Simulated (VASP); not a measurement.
# BaTiO3 (P4mm) in VASP: relaxation of cell and atoms with PBE+U

Aim: the relaxation of cell and atoms of BaTiO3 with PBE+U.

Program: VASP 6.6.1. These are calculated values, not measurements. Logs are shortened: lines on timing, memory, paths and dates and some standing lists are left out, and cuts for length are marked.

## 1. The cell of the first run

Symmetry: P4mm, No. 99, tetragonal system. The conventional cell has a = 3.954 Å, b = 3.954 Å, c = 3.987 Å, α = 90.00°, β = 90.00°, γ = 90.00°. Within 2.5 Å of Ti (site symmetry 4mm) lie 6 O at 1.87 to 2.12 Å. O (site symmetry 2mm) has 2 Ti at 1.98 Å within 2.6 Å. O (site symmetry 2mm) has 2 Ti at 1.98 Å within 2.6 Å. O (site symmetry 4mm) has 2 Ti at 1.87 to 2.12 Å within 2.5 Å. Within 3.6 Å of Ba (site symmetry 4mm) lie 12 O at 2.75 to 2.87 Å and 8 Ti at 3.41 to 3.46 Å.

## 2. Relaxation of cell and atoms, PBE+U, collinear spin

The input, INCAR:

```
SYSTEM = BaTiO3
PREC = Accurate ; ENCUT = 600
EDIFF = 1E-6 ; ISMEAR = -1
SIGMA = 0.1 ; LREAL = .FALSE.
LASPH = .TRUE. ; NELM = 150
ALGO = Normal ; ISIF = 3
LWAVE = .FALSE. ; LCHARG = .FALSE.
ISPIN = 2 ; MAGMOM = 1 1 0 0 0 0 0 0 0 0
LORBIT = 11 ; LMAXMIX = 4
LDAU = .TRUE. ; LDAUTYPE = 2
LDAUL = 2 -1 -1 ; LDAUU = 2.04 0 0
LDAUJ = 0 0 0 ; LDAUPRINT = 1
GGA = PE ; IBRION = 2
NSW = 60 ; EDIFFG = -0.01
KPAR = 4
```

The input, KPOINTS:

```
Automatic mesh
0
G
  5 3 5
  0 0 0
```

The input, POSCAR:

```
BaTiO3
1.0
    3.9542961800      0.0000000000      0.0000000000
    0.0000000000      7.9085923600      0.0000000000
    0.0000000000      0.0000000000      3.9874839400
Ti O Ba
2 6 2
Direct
    0.5000000000      0.2500000000      0.5100000000
    0.5000000000      0.7500000000      0.5100000000
    0.5000000000      0.0000000000      0.4790000000
    0.5000000000      0.5000000000      0.4790000000
    0.0000000000      0.2500000000      0.4790000000
    0.0000000000      0.7500000000      0.4790000000
    0.5000000000      0.2500000000      0.9780000000
    0.5000000000      0.7500000000      0.9780000000
    0.0000000000      0.0000000000      0.0000000000
    0.0000000000      0.5000000000      0.0000000000
```

Potentials or basis: VASP PAW PBE potentials, release 64 (Ti_sv, O, Ba_sv).

On the command line:

```console
$ cat potpaw_PBE.64/Ti_sv/POTCAR potpaw_PBE.64/O/POTCAR potpaw_PBE.64/Ba_sv/POTCAR > POTCAR
$ mpirun -np 4 vasp_std > vasp.out
```

OUTCAR:

```text
SYSTEM = BaTiO3
   PREC = Accurate
   ENCUT = 600
   EDIFF = 1E-6
   ISMEAR = -1
   LREAL = .FALSE.
   LASPH = .TRUE.
   NELM = 150
   ISIF = 3
   ISPIN = 2
   LORBIT = 11
   GGA = PE
   IBRION = 2
   NSW = 60
   EDIFFG = -0.01

 ion  position               nearest neighbor table
   1  0.500  0.250  0.510-   7 1.87   4 1.98   5 1.98   3 1.98   5 1.98   7 2.12   9 3.41  10 3.41
                             9 3.41  10 3.41  10 3.46   9 3.46   9 3.46  10 3.46
   2  0.500  0.750  0.510-   8 1.87   4 1.98   6 1.98   3 1.98   6 1.98   8 2.12   9 3.41  10 3.41
                             9 3.41  10 3.41  10 3.46   9 3.46   9 3.46  10 3.46
   3  0.500  0.000  0.479-   1 1.98   2 1.98   9 2.75   9 2.75   9 2.87   9 2.87
   4  0.500  0.500  0.479-   1 1.98   2 1.98  10 2.75  10 2.75  10 2.87  10 2.87
   5  0.000  0.250  0.479-   1 1.98   1 1.98  10 2.75   9 2.75   9 2.87  10 2.87
   6  0.000  0.750  0.479-   2 1.98   2 1.98  10 2.75   9 2.75   9 2.87  10 2.87
   7  0.500  0.250  0.978-   1 1.87   1 2.12   9 2.80  10 2.80   9 2.80  10 2.80
   8  0.500  0.750  0.978-   2 1.87   2 2.12   9 2.80  10 2.80   9 2.80  10 2.80
   9  0.000  0.000  0.000-   3 2.75   5 2.75   6 2.75   3 2.75   8 2.80   7 2.80   7 2.80   8 2.80
                             3 2.87   5 2.87   6 2.87   3 2.87   1 3.41   2 3.41   1 3.41   2 3.41
  10  0.000  0.500  0.000-   4 2.75   5 2.75   6 2.75   4 2.75   8 2.80   7 2.80   7 2.80   8 2.80
                             4 2.87   5 2.87   6 2.87   4 2.87   1 3.41   2 3.41   1 3.41   2 3.41

  LATTYP: Found a simple orthorhombic cell.
 ALAT       =     3.9542961800
 B/A-ratio  =     1.0083928362
 C/A-ratio  =     2.0000000000

  Lattice vectors:

 A1 = (  -3.9542961800,   0.0000000000,   0.0000000000)
 A2 = (   0.0000000000,   0.0000000000,   3.9874839400)
 A3 = (   0.0000000000,   7.9085923600,   0.0000000000)

Analysis of symmetry for initial positions (statically):
=====================================================================
 Subroutine PRICEL returns following result:

  LATTYP: Found a simple tetragonal cell.
 ALAT       =     3.9542961800
 C/A-ratio  =     1.0083928362
[... 12 lines left out ...]
 Subroutine GETGRP returns: Found  4 space group operations
 (whereof  4 operations were pure point group operations)
 out of a pool of  8 trial point group operations.

The static configuration has the point symmetry C_2v.

Analysis of symmetry for dynamics (positions and initial velocities):
=====================================================================
 Subroutine PRICEL returns following result:

  LATTYP: Found a simple tetragonal cell.
 ALAT       =     3.9542961800
 C/A-ratio  =     1.0083928362
[... 12 lines left out ...]
 Subroutine GETGRP returns: Found  4 space group operations
 (whereof  4 operations were pure point group operations)
 out of a pool of  8 trial point group operations.

The dynamic configuration has the point symmetry C_2v.

Analysis of structural, dynamic, and magnetic symmetry:
=====================================================================
 Subroutine PRICEL returns following result:

  LATTYP: Found a simple tetragonal cell.
 ALAT       =     3.9542961800
 C/A-ratio  =     1.0083928362
[... 12 lines left out ...]
 Subroutine GETGRP returns: Found  4 space group operations
 (whereof  4 operations were pure point group operations)
 out of a pool of  8 trial point group operations.

The overall configuration has the point symmetry C_2v.

 Subroutine INISYM returns: Found  4 space group operations
 (whereof  4 operations are pure point group operations),
 and found     2 'primitive' translations

----------------------------------------------------------------------------------------

                                     Primitive cell

  volume of cell :      62.3501

  direct lattice vectors                    reciprocal lattice vectors
     3.954296180  0.000000000  0.000000000     0.252889504  0.000000000  0.000000000
     0.000000000  3.954296180  0.000000000     0.000000000  0.252889504  0.000000000
     0.000000000  0.000000000  3.987483940     0.000000000  0.000000000  0.250784709

  length of vectors
     3.954296180  3.954296180  3.987483940     0.252889504  0.252889504  0.250784709

  position of ions in fractional coordinates (direct lattice)
[... 367 lines left out ...]
  0.1106  0.0000  0.0000 -0.0000 -0.0000
  0.0000  0.1198  0.0000  0.0000  0.0000
  0.0000  0.0000  0.2446 -0.0000  0.0000
 -0.0000  0.0000 -0.0000  0.1199  0.0000
 -0.0000  0.0000  0.0000  0.0000  0.2342

spin component  2

  0.1106  0.0000  0.0000 -0.0000 -0.0000
  0.0000  0.1198  0.0000  0.0000  0.0000
  0.0000  0.0000  0.2446 -0.0000  0.0000
 -0.0000  0.0000 -0.0000  0.1199  0.0000
 -0.0000  0.0000  0.0000  0.0000  0.2342

 occupancies and eigenvectors

  o =  0.1106  v =  1.0000  0.0000  0.0000  0.0000  0.0000  0.0000  0.0000  0.0000  0.0000  0.0000      0.0000  0.0000  0.0000  0.0000  0.0000  0.0000  0.0000  0.0000  0.0000  0.0000
  o =  0.1106  v =  0.0000  0.0000  0.0000  0.0000  0.0000  1.0000  0.0000  0.0000  0.0000  0.0000      0.0000  0.0000  0.0000  0.0000  0.0000  0.0000  0.0000  0.0000  0.0000  0.0000
  o =  0.1198  v =  0.0000  1.0000 -0.0000 -0.0000 -0.0000  0.0000  0.0000  0.0000  0.0000  0.0000      0.0000  0.0000  0.0000  0.0000  0.0000  0.0000  0.0000  0.0000  0.0000  0.0000
  o =  0.1198  v =  0.0000  0.0000  0.0000  0.0000  0.0000  0.0000  1.0000  0.0000 -0.0000 -0.0000      0.0000  0.0000  0.0000  0.0000  0.0000  0.0000  0.0000  0.0000  0.0000  0.0000
  o =  0.1199  v =  0.0000  0.0000  0.0000  0.0000  0.0000  0.0000  0.0000  0.0000  1.0000  0.0000      0.0000  0.0000  0.0000  0.0000  0.0000  0.0000  0.0000  0.0000  0.0000  0.0000
  o =  0.1199  v =  0.0000  0.0000 -0.0000  1.0000 -0.0000  0.0000  0.0000  0.0000  0.0000  0.0000      0.0000  0.0000  0.0000  0.0000  0.0000  0.0000  0.0000  0.0000  0.0000  0.0000
  o =  0.2342  v =  0.0000  0.0000  0.0000  0.0000  0.0000  0.0000 -0.0000  0.0039  0.0000 -1.0000      0.0000  0.0000  0.0000  0.0000  0.0000  0.0000  0.0000  0.0000  0.0000  0.0000
  o =  0.2342  v =  0.0000 -0.0000  0.0039  0.0000 -1.0000  0.0000  0.0000  0.0000  0.0000  0.0000      0.0000  0.0000  0.0000  0.0000  0.0000  0.0000  0.0000  0.0000  0.0000  0.0000
  o =  0.2446  v =  0.0000  0.0000  0.0000  0.0000  0.0000  0.0000  0.0000 -1.0000  0.0000 -0.0039      0.0000  0.0000  0.0000  0.0000  0.0000  0.0000  0.0000  0.0000  0.0000  0.0000
  o =  0.2446  v =  0.0000 -0.0000 -1.0000  0.0000 -0.0039  0.0000  0.0000  0.0000  0.0000  0.0000      0.0000  0.0000  0.0000  0.0000  0.0000  0.0000  0.0000  0.0000  0.0000  0.0000

atom =   2  type =  1  l = 2

 onsite density matrix

spin component  1

  0.1106  0.0000  0.0000 -0.0000 -0.0000
  0.0000  0.1198  0.0000  0.0000  0.0000
  0.0000  0.0000  0.2446 -0.0000  0.0000
 -0.0000  0.0000 -0.0000  0.1199 -0.0000
 -0.0000  0.0000  0.0000 -0.0000  0.2342

spin component  2

  0.1106  0.0000  0.0000 -0.0000 -0.0000
  0.0000  0.1198  0.0000  0.0000  0.0000
  0.0000  0.0000  0.2446 -0.0000  0.0000
 -0.0000  0.0000 -0.0000  0.1199 -0.0000
 -0.0000  0.0000  0.0000 -0.0000  0.2342

 occupancies and eigenvectors

  o =  0.1106  v =  1.0000  0.0000  0.0000  0.0000  0.0000  0.0000  0.0000  0.0000  0.0000  0.0000      0.0000  0.0000  0.0000  0.0000  0.0000  0.0000  0.0000  0.0000  0.0000  0.0000
  o =  0.1106  v =  0.0000  0.0000  0.0000  0.0000  0.0000  1.0000  0.0000  0.0000  0.0000  0.0000      0.0000  0.0000  0.0000  0.0000  0.0000  0.0000  0.0000  0.0000  0.0000  0.0000
  o =  0.1198  v =  0.0000  1.0000  0.0000  0.0000  0.0000  0.0000  0.0000  0.0000  0.0000  0.0000      0.0000  0.0000  0.0000  0.0000  0.0000  0.0000  0.0000  0.0000  0.0000  0.0000
  o =  0.1198  v =  0.0000  0.0000  0.0000  0.0000  0.0000  0.0000  1.0000  0.0000  0.0000  0.0000      0.0000  0.0000  0.0000  0.0000  0.0000  0.0000  0.0000  0.0000  0.0000  0.0000
  o =  0.1199  v =  0.0000  0.0000  0.0000  0.0000  0.0000  0.0000 -0.0000 -0.0000  1.0000 -0.0000      0.0000  0.0000  0.0000  0.0000  0.0000  0.0000  0.0000  0.0000  0.0000  0.0000
  o =  0.1199  v =  0.0000 -0.0000 -0.0000  1.0000 -0.0000  0.0000  0.0000  0.0000  0.0000  0.0000      0.0000  0.0000  0.0000  0.0000  0.0000  0.0000  0.0000  0.0000  0.0000  0.0000
  o =  0.2342  v =  0.0000  0.0000  0.0000  0.0000  0.0000  0.0000 -0.0000  0.0039 -0.0000 -1.0000      0.0000  0.0000  0.0000  0.0000  0.0000  0.0000  0.0000  0.0000  0.0000  0.0000
  o =  0.2342  v =  0.0000  0.0000  0.0039 -0.0000 -1.0000  0.0000  0.0000  0.0000  0.0000  0.0000      0.0000  0.0000  0.0000  0.0000  0.0000  0.0000  0.0000  0.0000  0.0000  0.0000
  o =  0.2446  v =  0.0000  0.0000  0.0000  0.0000  0.0000  0.0000  0.0000 -1.0000 -0.0000 -0.0039      0.0000  0.0000  0.0000  0.0000  0.0000  0.0000  0.0000  0.0000  0.0000  0.0000
  o =  0.2446  v =  0.0000  0.0000 -1.0000 -0.0000 -0.0039  0.0000  0.0000  0.0000  0.0000  0.0000      0.0000  0.0000  0.0000  0.0000  0.0000  0.0000  0.0000  0.0000  0.0000  0.0000

--------------------------------------- Ionic step       16  -------------------------------------------

 number of electron      80.0000024 magnetization       0.0000000

 Free energy of the ion-electron system (eV)
  ---------------------------------------------------
  ext. energy  EPLUGINS =         0.00000000
  ---------------------------------------------------
  free energy    TOTEN  =       -77.24233107 eV

  energy without entropy =      -77.24231501  energy(sigma->0) =      -77.24232304

 E-fermi :   4.6721     XC(G=0): -11.0270

 val. band max:        3.5736983395   @ k =   0.4000   0.0000   0.4000
 cond. band min:       5.6242998277   @ k =   0.0000   0.0000   0.0000
 fundamental gap:      2.0506014882
 Fermi energy:         4.6721084661

 spin component 1

 k-point     1 :       0.0000    0.0000    0.0000
  band No.  band energies     occupation
      1     -53.6245      1.00000
      2     -53.6236      1.00000
      3     -29.8498      1.00000
      4     -29.8480      1.00000
      5     -29.8350      1.00000
      6     -29.7921      1.00000
[... 925 lines left out ...]
     48       9.9623      0.00000
     49      10.2908      0.00000
 Fermi energy:         4.6721084661

 spin component 2

 k-point     1 :       0.0000    0.0000    0.0000
  band No.  band energies     occupation
      1     -53.6245      1.00000
      2     -53.6236      1.00000
      3     -29.8498      1.00000
      4     -29.8480      1.00000
      5     -29.8350      1.00000
      6     -29.7921      1.00000
[... 962 lines left out ...]
  FREE ENERGIE OF THE ION-ELECTRON SYSTEM (eV)
  ---------------------------------------------------
  free  energy   TOTEN  =       -77.2423310682 eV

  energy  without entropy=      -77.2423150130  energy(sigma->0) =      -77.24232304

 reached required accuracy - stopping structural energy minimisation

 total charge

# of ion       s       p       d       tot
------------------------------------------
    1        2.212   6.257   1.632  10.100
    2        2.212   6.257   1.632  10.100
    3        1.559   3.463   0.000   5.021
    4        1.559   3.463   0.000   5.021
    5        1.558   3.463   0.000   5.021
    6        1.558   3.463   0.000   5.021
    7        1.563   3.459   0.000   5.022
    8        1.563   3.459   0.000   5.022
    9        2.005   5.646   0.306   7.957
   10        2.005   5.646   0.306   7.957
--------------------------------------------------
tot         17.794  44.576   3.874  66.244

 magnetization (x)

# of ion       s       p       d       tot
------------------------------------------
    1        0.000  -0.000   0.000   0.000
    2        0.000  -0.000   0.000   0.000
    3        0.000  -0.000   0.000  -0.000
    4        0.000  -0.000   0.000  -0.000
    5       -0.000   0.000   0.000   0.000
    6       -0.000   0.000   0.000   0.000
    7       -0.000  -0.000   0.000  -0.000
    8       -0.000  -0.000   0.000  -0.000
    9       -0.000   0.000  -0.000  -0.000
   10       -0.000   0.000  -0.000  -0.000
--------------------------------------------------
tot         -0.000  -0.000   0.000  -0.000
```

Wall time 20 min (4 MPI ranks of Oxide Virtual Turin-like, shared host); peak memory 0.43 GiB.

Results:

```yaml
Free_energy: -77.2423 eV
Relaxed_volume: 13.39 Å³/atom
Relaxed_cell: a = 4.028 Å, b = 8.057 Å, c = 4.125 Å, α = 90.00°, β = 90.00°, γ = 90.00°
Space_group_after_relaxing_to_0.1_Å: P4mm (No. 99)
Energy_gained_by_relaxing: 30.9 meV/atom
Ionic_steps: 16
Pressure_after_relaxing: 0.1 GPa
Largest_force_after_relaxing: 0.007 eV/Å
Band_gap_on_the_k_mesh: 2.05 eV
Net_moment: 0.00 μB per cell
Valence_electrons_inside_the_program's_atomic_spheres: Ti 10.10; O 5.02; Ba 7.96
```

Forces on the atoms (eV/Å):
```
Ti   0.000  0.000 -0.007
Ti   0.000  0.000 -0.007
O    0.000  0.000  0.005
O    0.000  0.000  0.005
O    0.000  0.000  0.005
O    0.000  0.000  0.005
O    0.000  0.000 -0.007
O    0.000  0.000 -0.007
Ba   0.000  0.000  0.003
Ba   0.000  0.000  0.003
```

The path:
```csv
step,energy change (eV),largest force (eV/Å),pressure (GPa),volume (Å³)
1,0.0000,0.3777,11.86,124.70
2,-0.0062,0.6137,-9.21,142.11
3,-0.2929,0.2966,-0.10,133.01
4,-0.2929,0.2888,0.09,132.84
5,-0.3019,0.1366,0.09,133.03
6,-0.3045,0.0449,0.12,133.20
7,-0.3062,0.0641,-0.09,133.44
8,-0.3066,0.0826,-0.28,133.67
9,-0.3074,0.0396,0.14,133.44
10,-0.3074,0.0400,0.17,133.42
11,-0.3080,0.0436,0.10,133.58
12,-0.3083,0.0486,-0.01,133.80
13,-0.3087,0.0296,-0.08,133.90
14,-0.3088,0.0237,-0.13,134.00
15,-0.3088,0.0166,0.23,133.73
16,-0.3089,0.0068,0.09,133.88
```

Final structure:
```
CELL_PARAMETERS angstrom
4.02837 0.00000 0.00000
0.00000 8.05719 0.00000
0.00000 0.00000 4.12487
ATOMIC_POSITIONS crystal
Ti 0.50000 0.25000 0.51418
Ti 0.50000 0.75000 0.51418
O 0.50000 0.00000 0.48173
O 0.50000 0.50000 0.48173
O 0.00000 0.25000 0.48147
O 0.00000 0.75000 0.48147
O 0.50000 0.25000 0.96932
O 0.50000 0.75000 0.96932
Ba 0.00000 0.00000 0.99930
Ba 0.00000 0.50000 0.99930
```

Eigenvalues of the final occupation matrices:
| site | spin | trace | eigenvalues |
| --- | --- | --- | --- |
| site 1 d | 1 | 0.83 | 0.11 0.12 0.12 0.23 0.24 |
| site 1 d | 2 | 0.83 | 0.11 0.12 0.12 0.23 0.24 |
| site 2 d | 1 | 0.83 | 0.11 0.12 0.12 0.23 0.24 |
| site 2 d | 2 | 0.83 | 0.11 0.12 0.12 0.23 0.24 |

Caveat: spin-orbit coupling is left out, which moves the levels of the heavy elements. A k mesh can miss the band edges.
